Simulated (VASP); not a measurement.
# SnSe (I4/mmm) in VASP: notebook

The runs below take SnSe through single point, with PBEsol.

Everything below comes from runs of VASP 6.6.1. Logs are shortened: lines on timing, memory, paths and dates and some standing lists are left out, and cuts for length are marked.

## 1. The cell of the first run

It takes space group I4/mmm (No. 139, tetragonal). Conventional cell: a = 4.204 Å, b = 4.204 Å, c = 6.391 Å, α = 90.00°, β = 90.00°, γ = 90.00°. Within 3.9 Å of Sn (site symmetry 4/mmm) lie 6 Se at 2.97 to 3.20 Å. Within 3.9 Å of Se (site symmetry 4/mmm) lie 6 Sn at 2.97 to 3.20 Å.

## 2. Single point, PBEsol (strain +0.0750 x Voigt [1, 0, 0, 0, 0, 0])

Input file INCAR:

```
SYSTEM = SnSe
ALGO = Normal
EDIFF = 1E-6
ENCUT = 520
GGA = PS
ISIF = 2
ISMEAR = 0
LASPH = .TRUE.
LCHARG = .FALSE.
LREAL = .FALSE.
LWAVE = .FALSE.
NBANDS = 17
NELM = 60
PREC = Accurate
SIGMA = 0.05
```

Input file KPOINTS:

```
k-points
0
G
  8 8 8
  0 0 0
```

Input file POSCAR:

```
SnSe
1.0
    0.0000000000      2.9727546651      2.9727546651
    3.1957112650      0.0000000000      2.9727546651
    3.1957112650      2.9727546651      0.0000000000
Sn Se
1 1
Direct
    0.0000000000      0.0000000000      0.0000000000
    0.5000000000      0.5000000000      0.5000000000
```

Potentials or basis: VASP PAW PBE potentials, release 64 (Sn_d, Se).

Started as:

```console
$ cat potpaw_PBE.64/Sn_d/POTCAR potpaw_PBE.64/Se/POTCAR > POTCAR
$ mpirun -np 1 vasp_std > vasp.out
```

OUTCAR:

```text
SYSTEM = SnSe
   EDIFF = 1E-6
   ENCUT = 520
   GGA = PS
   ISIF = 2
   ISMEAR = 0
   LASPH = .TRUE.
   LREAL = .FALSE.
   NELM = 60
   PREC = Accurate

 ion  position               nearest neighbor table
   1  0.000  0.000  0.000-   2 2.97   2 2.97   2 2.97   2 2.97   2 3.20   2 3.20
   2  0.500  0.500  0.500-   1 2.97   1 2.97   1 2.97   1 2.97   1 3.20   1 3.20

  LATTYP: Found a body centered tetragonal cell.
 ALAT       =     4.2041099650
 C/A-ratio  =     1.5202795796

  Lattice vectors:

 A1 = (   3.1957112650,   0.0000000000,   2.9727546651)
 A2 = (   3.1957112650,   0.0000000000,  -2.9727546651)
 A3 = (  -3.1957112650,   2.9727546651,   0.0000000000)

Analysis of symmetry for initial positions (statically):
=====================================================================
 Subroutine PRICEL returns:
 Original cell was already a primitive cell.

 Routine SETGRP: Setting up the symmetry group for a
 body centered tetragonal supercell.

 Subroutine GETGRP returns: Found 16 space group operations
 (whereof 16 operations were pure point group operations)
 out of a pool of 16 trial point group operations.

The static configuration has the point symmetry D_4h.

Analysis of symmetry for dynamics (positions and initial velocities):
=====================================================================
 Subroutine PRICEL returns:
 Original cell was already a primitive cell.

 Routine SETGRP: Setting up the symmetry group for a
 body centered tetragonal supercell.

 Subroutine GETGRP returns: Found 16 space group operations
 (whereof 16 operations were pure point group operations)
 out of a pool of 16 trial point group operations.

The dynamic configuration has the point symmetry D_4h.

 Subroutine INISYM returns: Found 16 space group operations
 (whereof 16 operations are pure point group operations),
 and found     1 'primitive' translations

----------------------------------------------------------------------------------------

                                     Primitive cell

  volume of cell :      56.4827

  direct lattice vectors                    reciprocal lattice vectors
     0.000000000  2.972754665  2.972754665    -0.156459692  0.168194169  0.168194169
     3.195711265  0.000000000  2.972754665     0.156459692 -0.168194169  0.168194169
     3.195711265  2.972754665  0.000000000     0.156459692  0.168194169 -0.168194169

  length of vectors
     4.204109965  4.364612330  4.364612330     0.284707204  0.284707204  0.284707204

  position of ions in fractional coordinates (direct lattice)
     0.000000000  0.000000000  0.000000000
     0.500000000  0.500000000  0.500000000

  ion indices of the primitive-cell ions
   primitive index   ion index
                 1           1
                 2           2

----------------------------------------------------------------------------------------

 KPOINTS: k-points

Automatic generation of k-mesh.
 Grid dimensions read from file:
 generate k-points for:    8    8    8

 Generating k-lattice:

  Cartesian coordinates                     Fractional coordinates (reciprocal lattice)
    -0.019557461  0.021024271  0.021024271     0.125000000  0.000000000  0.000000000
     0.019557461 -0.021024271  0.021024271     0.000000000  0.125000000  0.000000000
     0.019557461  0.021024271 -0.021024271     0.000000000  0.000000000  0.125000000

  Length of vectors
     0.035588401  0.035588401  0.035588401

  Shift w.r.t. Gamma in fractional coordinates (k-lattice)
     0.000000000  0.000000000  0.000000000

 Subroutine IBZKPT returns following result:
 ===========================================

 Found     59 irreducible k-points:

 Following reciprocal coordinates:
            Coordinates               Weight
  0.000000  0.000000  0.000000      1.000000
  0.125000  0.000000  0.000000      8.000000
  0.250000  0.000000  0.000000      8.000000
  0.375000 -0.000000 -0.000000      8.000000
  0.500000  0.000000  0.000000      4.000000
  0.125000  0.125000  0.000000      4.000000
[... 16 lines left out ...]
  0.250000  0.125000  0.125000      4.000000
  0.375000  0.125000  0.125000      8.000000
 [... further k-points ...]
   k-points           NKPTS =     59   k-points in BZ     NKDIM =     59   number of bands    NBANDS=     17
   number of dos      NEDOS =    301   number of ions     NIONS =      2
   total plane-waves  NPLWV =  32768
   dimension x,y,z NGX =    32 NGY =   32 NGZ =   32
   dimension x,y,z NGXF=    64 NGYF=   64 NGZF=   64
   ions per type =               1   1
   NGX,Y,Z   is equivalent  to a cutoff of  12.65, 12.19, 12.19 a.u.
   NGXF,Y,Z  is equivalent  to a cutoff of  25.31, 24.38, 24.38 a.u.
 SYSTEM =  SnSe
   PREC   = accura    normal or accurate (medium, high low for compatibility)
   ISTART =      0    job   : 0-new  1-cont  2-samecut
   ICHARG =      2    charge: 1-file 2-atom 10-const
   ISPIN  =      1    spin polarized calculation?
   LNONCOLLINEAR =      F non collinear calculations
   LSORBIT =      F    spin-orbit coupling
   LASPH  =      T    aspherical Exc in radial PAW
   ENCUT  =  520.0 eV  38.22 Ry    6.18 a.u.   7.82  8.12  8.12*2*pi/ulx,y,z
   NELM   =     60;   NELMIN=  2; NELMDL= -5     # of ELM steps
   EDIFF  = 0.1E-05   stopping-criterion for ELM
   LREAL  =      F    real-space projection
   EDIFFG = 0.1E-04   stopping-criterion for IOM
   NSW    =      0    number of steps for IOM
   IBRION =     -1    ionic relax: 0-MD 1-quasi-New 2-CG
   NFREE  =      0    steps in history (QN), initial steepest desc. (CG)
   ISIF   =      2    stress and relaxation
   ISYM   =      2    0-nonsym 1-usesym 2-fastsym
   POTIM  = 0.5000    time-step for ionic-motion
   TEBEG  =    0.0;   TEEND  =   0.0 temperature during run
   PSTRESS=    0.0 pullay stress
   NELECT =      20.0000    total number of electrons
   NUPDOWN=      -1.0000    fix difference up-down
   EMIN   =  10.00;   EMAX   =-10.00  energy-range for DOS
   EFERMI =   0.00;   METHOD = LEGACY
   ISMEAR =     0;   SIGMA  =   0.05  broadening in eV -4-tet -1-fermi 0-gaus
   EFERMI_NEDOS =   21; number of points for ismear=-14 and -15
   IALGO  =     38    algorithm
   IMIX   =      4    mixing-type and parameters
     AMIX     =   0.40;   BMIX     =  1.00
     AMIX_MAG =   1.60;   BMIX_MAG =  1.00
[... 21 lines left out ...]
  ext. energy  EPLUGINS =         0.00000000
  ---------------------------------------------------
  free energy    TOTEN  =        -8.88745515 eV

  energy without entropy =       -8.88745515  energy(sigma->0) =       -8.88745515

 E-fermi :   5.3280     XC(G=0):  -9.6122

 val. band max:        5.0481267784   @ k =   0.5000   0.1250   0.1250
 cond. band min:       5.5884102428   @ k =   0.5000   0.0000   0.0000
 fundamental gap:      0.5402834644
 Fermi energy:         5.3280355971

 k-point     1 :       0.0000    0.0000    0.0000
  band No.  band energies     occupation
      1     -16.4500      2.00000
      2     -16.4387      2.00000
      3     -16.4387      2.00000
      4     -16.4146      2.00000
      5     -16.4109      2.00000
      6      -8.6099      2.00000
[... 9 lines left out ...]
     16      11.1071      0.00000
     17      12.1298      0.00000

 k-point     2 :       0.1250    0.0000    0.0000
  band No.  band energies     occupation
      1     -16.4500      2.00000
      2     -16.4384      2.00000
      3     -16.4377      2.00000
      4     -16.4131      2.00000
      5     -16.4120      2.00000
      6      -8.5071      2.00000
[... 9 lines left out ...]
     16      11.4277      0.00000
     17      12.9881      0.00000

 k-point     3 :       0.2500    0.0000    0.0000
  band No.  band energies     occupation
      1     -16.4503      2.00000
      2     -16.4375      2.00000
      3     -16.4356      2.00000
      4     -16.4141      2.00000
      5     -16.4093      2.00000
      6      -8.2315      2.00000
[... 9 lines left out ...]
     16      12.2819      0.00000
     17      14.8240      0.00000

 k-point     4 :       0.3750   -0.0000   -0.0000
  band No.  band energies     occupation
      1     -16.4511      2.00000
      2     -16.4366      2.00000
      3     -16.4342      2.00000
      4     -16.4157      2.00000
      5     -16.4051      2.00000
      6      -7.9015      2.00000
[... 9 lines left out ...]
     16      13.7460      0.00000
     17      15.9646      0.00000

 k-point     5 :       0.5000    0.0000    0.0000
  band No.  band energies     occupation
      1     -16.4516      2.00000
      2     -16.4362      2.00000
      3     -16.4338      2.00000
      4     -16.4161      2.00000
      5     -16.4032      2.00000
      6      -7.7413      2.00000
[... 9 lines left out ...]
     16      15.0210      0.00000
     17      15.5660      0.00000

 k-point     6 :       0.1250    0.1250    0.0000
  band No.  band energies     occupation
      1     -16.4488      2.00000
      2     -16.4396      2.00000
      3     -16.4371      2.00000
      4     -16.4135      2.00000
      5     -16.4114      2.00000
      6      -8.4627      2.00000
[... 9 lines left out ...]
     16      12.1404      0.00000
     17      12.3712      0.00000

 k-point     7 :       0.2500    0.1250    0.0000
  band No.  band energies     occupation
      1     -16.4482      2.00000
      2     -16.4398      2.00000
      3     -16.4352      2.00000
      4     -16.4165      2.00000
      5     -16.4075      2.00000
      6      -8.2357      2.00000
[... 9 lines left out ...]
     16      12.8957      0.00000
     17      13.6375      0.00000

 k-point     8 :       0.3750    0.1250   -0.0000
  band No.  band energies     occupation
      1     -16.4491      2.00000
      2     -16.4385      2.00000
      3     -16.4338      2.00000
      4     -16.4188      2.00000
      5     -16.4034      2.00000
      6      -7.9165      2.00000
[... 9 lines left out ...]
     16      14.3311      0.00000
     17      15.3662      0.00000
[... 203 lines left out ...]
      1     -16.4504      2.00000
      2     -16.4435      2.00000
      3     -16.4289      2.00000
      4     -16.4275      2.00000
      5     -16.3940      2.00000
      6      -7.4604      2.00000
[... 9 lines left out ...]
     16      15.5983      0.00000
     17      16.8177      0.00000

 k-point    20 :      -0.3750    0.3750    0.0000
  band No.  band energies     occupation
      1     -16.4498      2.00000
      2     -16.4401      2.00000
      3     -16.4295      2.00000
      4     -16.4279      2.00000
      5     -16.3961      2.00000
      6      -7.4466      2.00000
[... 9 lines left out ...]
     16      15.3318      0.00000
     17      16.8585      0.00000

 k-point    21 :       0.5000    0.5000    0.0000
  band No.  band energies     occupation
      1     -16.4520      2.00000
      2     -16.4451      2.00000
      3     -16.4283      2.00000
      4     -16.4271      2.00000
      5     -16.3922      2.00000
      6      -7.4053      2.00000
[... 9 lines left out ...]
     16      16.5433      0.00000
     17      16.8369      0.00000

 k-point    22 :       0.0000    0.1250    0.1250
  band No.  band energies     occupation
      1     -16.4523      2.00000
      2     -16.4368      2.00000
      3     -16.4368      2.00000
      4     -16.4152      2.00000
      5     -16.4103      2.00000
      6      -8.4931      2.00000
[... 9 lines left out ...]
     16      11.9531      0.00000
     17      13.8388      0.00000

 k-point    23 :       0.2500    0.1250    0.1250
  band No.  band energies     occupation
      1     -16.4485      2.00000
      2     -16.4391      2.00000
      3     -16.4366      2.00000
      4     -16.4150      2.00000
      5     -16.4089      2.00000
      6      -8.3289      2.00000
[... 9 lines left out ...]
     16      12.3153      0.00000
     17      12.6607      0.00000

 k-point    24 :       0.3750    0.1250    0.1250
  band No.  band energies     occupation
      1     -16.4493      2.00000
      2     -16.4383      2.00000
      3     -16.4344      2.00000
      4     -16.4172      2.00000
      5     -16.4048      2.00000
      6      -8.0237      2.00000
[... 9 lines left out ...]
     16      13.8041      0.00000
     17      14.1777      0.00000

 [... further k-points ...]
[... 5 lines left out ...]
  --------------------------------------------------------------------------------------
  -------------------------------------------------------------------------------------
  Total       -2.4211436     -0.2855510     -0.2855510      0.0000000      0.0000000      0.0000000
  in kB      -68.6776572     -8.0998791     -8.0998791      0.0000000      0.0000000      0.0000000
  external PRESSURE =     -28.2924718 kB  Pullay stress =       0.0000000 kB

 VOLUME and BASIS-vectors are now :
 -----------------------------------------------------------------------------
  energy-cutoff  :      520.00
  volume of cell :       56.48
      direct lattice vectors                 reciprocal lattice vectors
     0.000000000  2.972754665  2.972754665    -0.156459692  0.168194169  0.168194169
     3.195711265  0.000000000  2.972754665     0.156459692 -0.168194169  0.168194169
     3.195711265  2.972754665  0.000000000     0.156459692  0.168194169 -0.168194169

 POSITION                                       TOTAL-FORCE (eV/Angst)
 -----------------------------------------------------------------------------------
      0.00000      0.00000      0.00000         0.000000      0.000000      0.000000
      3.19571      2.97275      2.97275         0.000000     -0.000000     -0.000000
 -----------------------------------------------------------------------------------
    total drift:                                0.000000     -0.000000     -0.000000

  FREE ENERGIE OF THE ION-ELECTRON SYSTEM (eV)
  ---------------------------------------------------
  free  energy   TOTEN  =        -8.8874551499 eV

  energy  without entropy=       -8.8874551499  energy(sigma->0) =       -8.88745515
```

Run time: 37 s. Hardware: 1 thread of Intel Xeon Platinum 8259CL at 2.50GHz (Skylake/Cascade Lake), shared host; peak memory 0.2 GiB.

Results:

```
Free energy            : -8.8875 eV
Pressure               : -2.8 GPa
Band gap on the k mesh : 0.54 eV, indirect (least direct gap 0.61 eV)
```

Levels at points of the mesh, in eV from the valence-band top:
```tsv
k point	band 6	band 7	band 8	band 9	band 10	band 11	band 12	band 13	band 14	band 15
(0.00, 0.00, 0.00)	-13.66	-5.17	-2.30	-2.30	-1.67	3.20	4.73	4.73	5.53	6.06
(0.50, 0.00, 0.00)	-12.79	-7.93	-1.92	-1.77	-0.07	0.54	1.14	1.42	8.02	9.83
(0.50, 0.50, 0.00)	-12.45	-6.09	-5.32	-3.91	-3.13	3.00	4.25	5.88	6.06	9.85
(0.00, 0.50, 0.50)	-12.72	-5.80	-5.16	-3.39	-3.39	3.20	5.13	5.42	5.42	10.41
```

Caveat: the cell differs from its parent crystal (strain +0.0750 x Voigt [1, 0, 0, 0, 0, 0]); the PAW data sets were made with another functional, which shifts forces and pressure a little; spin-orbit coupling is left out, which moves the levels of the heavy elements. A k mesh can miss the band edges.

## 3. Single point, PBEsol (strain +0.0875 x Voigt [1, 0, 0, 0, 0, 0])

Input file INCAR:

```
SYSTEM = SnSe
  PREC = Accurate
  ENCUT = 520
  EDIFF = 1E-6
  ISMEAR = 0
  SIGMA = 0.05
  LREAL = .False.
  LASPH = .True.
  NELM = 80
  ALGO = Normal
  ISIF = 2
  LWAVE = .False.
  LCHARG = .False.
  GGA = PS
  NBANDS = 17
```

Input file KPOINTS:

```
regular mesh
0
Gamma
  8 8 8
  0 0 0
```

Input file POSCAR:

```
SnSe
1.0
    0.0000000000      2.9727546651      2.9727546651
    3.2328706983      0.0000000000      2.9727546651
    3.2328706983      2.9727546651      0.0000000000
Sn Se
1 1
Direct
    0.0000000000      0.0000000000      0.0000000000
    0.5000000000      0.5000000000      0.5000000000
```

Potentials or basis: VASP PAW PBE potentials, release 64 (Sn_d, Se).

Started as:

```console
$ cat potpaw_PBE.64/Sn_d/POTCAR potpaw_PBE.64/Se/POTCAR > POTCAR
$ mpirun -np 1 vasp_std > vasp.out
```

Wall time 52 s (1 thread of Intel Xeon Platinum 8259CL at 2.50GHz (Skylake/Cascade Lake), shared host); peak memory 0.22 GiB.

The run converged. Its results:

```
Free energy            : -8.8584 eV
Pressure               : -3.1 GPa
Band gap on the k mesh : 0.49 eV, indirect (least direct gap 0.59 eV)
```

Stress tensor (GPa, compression positive):
```
-7.40  0.00  0.00
 0.00 -0.95  0.00
 0.00  0.00 -0.95
```

Levels at points of the mesh, in eV from the valence-band top:
| k point | band 7 | band 8 | band 9 | band 10 | band 11 | band 12 | band 13 | band 14 |
| --- | --- | --- | --- | --- | --- | --- | --- | --- |
| (0.00, 0.00, 0.00) | -5.23 | -2.34 | -2.34 | -1.64 | 3.00 | 4.73 | 4.73 | 5.46 |
| (0.50, 0.00, 0.00) | -7.93 | -1.94 | -1.78 | -0.11 | 0.49 | 1.10 | 1.41 | 7.94 |
| (0.50, 0.50, 0.00) | -6.13 | -5.30 | -3.97 | -3.07 | 2.99 | 4.03 | 5.88 | 6.01 |
| (0.00, 0.50, 0.50) | -5.81 | -5.11 | -3.37 | -3.37 | 3.22 | 4.94 | 5.37 | 5.37 |

Caveat: the cell differs from its parent crystal (strain +0.0875 x Voigt [1, 0, 0, 0, 0, 0]); the PAW data sets were made with another functional, which shifts forces and pressure a little; spin-orbit coupling is left out, which moves the levels of the heavy elements. A k mesh can miss the band edges.

## 4. Single point, PBEsol (strain +0.1000 x Voigt [1, 0, 0, 0, 0, 0])

Input file INCAR:

```
PREC = Accurate ; ENCUT = 520
EDIFF = 1E-6 ; ISMEAR = 0
SIGMA = 0.05 ; LREAL = False
LASPH = True ; NELM = 60
ALGO = Normal ; ISIF = 2
LWAVE = False ; LCHARG = True
GGA = PS ; LELF = True
LVHAR = True ; NBANDS = 17
```

Input file KPOINTS:

```
regular mesh
0
Gamma
  8 8 8
```

Input file POSCAR:

```
SnSe
1.0
    0.0000000000      2.9727546651      2.9727546651
    3.2700301316      0.0000000000      2.9727546651
    3.2700301316      2.9727546651      0.0000000000
Sn Se
1 1
Direct
    0.0000000000      0.0000000000      0.0000000000
    0.5000000000      0.5000000000      0.5000000000
```

Started as:

```console
$ cat potpaw_PBE.64/Sn_d/POTCAR potpaw_PBE.64/Se/POTCAR > POTCAR
$ mpirun -np 1 vasp_std > vasp.out
```

Wall time 54 s (1 thread of Intel Xeon Platinum 8259CL at 2.50GHz (Skylake/Cascade Lake), shared host); peak memory 0.22 GiB.

It converged, with:

```
Free energy            : -8.8273 eV
Pressure               : -3.3 GPa
Band gap on the k mesh : 0.44 eV, indirect (least direct gap 0.56 eV)
```

Stress tensor (GPa, compression positive):
```
-7.80  0.00  0.00
 0.00 -1.08  0.00
 0.00  0.00 -1.08
```

Levels at points of the mesh, in eV from the valence-band top:
```tsv
k point	band 6	band 7	band 8	band 9	band 10	band 11	band 12	band 13	band 14	band 15
(0.00, 0.00, 0.00)	-13.61	-5.29	-2.38	-2.38	-1.60	2.82	4.74	4.74	5.39	6.08
(0.50, 0.00, 0.00)	-12.78	-7.92	-1.96	-1.78	-0.15	0.44	1.06	1.41	7.87	9.66
(0.50, 0.50, 0.00)	-12.44	-6.17	-5.28	-4.01	-3.01	2.99	3.83	5.88	5.95	9.46
(0.00, 0.50, 0.50)	-12.78	-5.82	-5.06	-3.35	-3.35	3.24	4.75	5.32	5.32	10.29
```

Caveat: the cell differs from its parent crystal (strain +0.1000 x Voigt [1, 0, 0, 0, 0, 0]); the PAW data sets were made with another functional, which shifts forces and pressure a little; spin-orbit coupling is left out, which moves the levels of the heavy elements. A k mesh can miss the band edges.

## 5. Overview

| cell | gap on the mesh (eV) | pressure (GPa) |
| --- | --- | --- |
| a = 4.204, b = 4.365, c = 4.365 Å, angles 57.6, 61.2, 61.2°, 2 atoms | 0.54 | -2.8 |
| a = 4.204, b = 4.392, c = 4.392 Å, angles 57.2, 61.4, 61.4°, 2 atoms | 0.49 | -3.1 |
| a = 4.204, b = 4.419, c = 4.419 Å, angles 56.8, 61.6, 61.6°, 2 atoms | 0.44 | -3.3 |

Alike in all rows: task single point; level PBEsol; potentials or basis VASP PAW PBE potentials, release 64 (Sn_d, Se); no spin polarisation; k mesh 8 × 8 × 8; cutoff (eV) 520; smearing gaussian 0.05 eV.

Caveats: the PAW data sets were made with another functional, which shifts forces and pressure a little; spin-orbit coupling is left out, which moves the levels of the heavy elements.

Total energies depend on the potentials used, so only differences within one code and one set of settings carry meaning.
